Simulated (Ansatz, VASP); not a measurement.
TaN in VASP and in Ansatz

```
CELL_PARAMETERS angstrom
3.14150 0.00000 0.00000
-1.57075 2.72062 0.00000
0.00000 0.00000 4.94000
ATOMIC_POSITIONS crystal
Ta 0.33333 0.66667 0.00000
Ta 0.66667 0.33333 0.50000
N 0.33333 0.66667 0.38500
N 0.66667 0.33333 0.88500
```

Change from the starting cell: equal xx and yy strain of +3 %, PAW files.

Alike in both runs: task electric field gradients; functional PBE; k mesh 9 × 9 × 5; occupations fermi-dirac, width 0.01 eV; no spin polarisation.

|  | VASP | Ansatz |
| --- | --- | --- |
| version | VASP 6.6.1 | Ansatz 0.2.0 |
| potentials or method | VASP PAW PBE potentials, release 64 (Ta_pv, N) | PAW with Ansatz's default frozen-core files, scalar-relativistic |
| plane-wave cutoff (eV) | 520 | 420 |
| valence electrons in the cell | 32 | 36 |

|  | VASP | Ansatz | Ansatz less VASP |
| --- | --- | --- | --- |
| pressure (GPa) | 99.3 | 96.9 | -2.36 |
| traceless stress, the component that is largest in VASP (GPa) | -3.63 | -3.59 | +0.037 |
| rms of the force components (eV/Å) | 0.436 | 0.437 | +0.0010 |
| size of Vzz on the site where it differs most (V/Å²) | 79.2 | 88.5 | +9.31 |

Atom by atom the forces differ by 0.001 eV/Å (rms over components). Both programs put the cell under a high pressure, so it lies far from rest at this level. The functional is the same, so the differences come from potentials, cutoffs and numerics. VASP's potentials hold 32 valence electrons a cell and Ansatz's 36, so a difference there can come from the potentials and not from the codes.

Spin-orbit coupling is off throughout. Noted on VASP's run: the cell as given lies far from equilibrium.
